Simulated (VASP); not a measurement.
Crystal: SnTe.

```
CELL_PARAMETERS angstrom
0.00000 3.15085 3.15085
3.15085 0.00000 3.15085
3.15085 3.15085 0.00000
ATOMIC_POSITIONS crystal
Sn 0.00000 0.00000 0.00000
Te 0.50000 0.50000 0.50000
```

Base run:

```yaml
Program: VASP 6.6.1
Functional: BLYP
Potentials_or_basis: VASP PAW PBE potentials, release 64 (Sn_d, Te)
Cutoff: 520 eV
k_mesh: 6 × 6 × 6
Occupations: fermi-dirac, width 0.1 eV
Spin: no spin polarisation
```

Its results: pressure 6.2 GPa.

**Question.** The run is repeated on the same cell with these changes: functional from BLYP to r2SCAN. What comes out?

**Answer.** Pressure 1.6 GPa.

Caveats: the PAW data sets were made with another functional, which shifts forces and pressure a little.
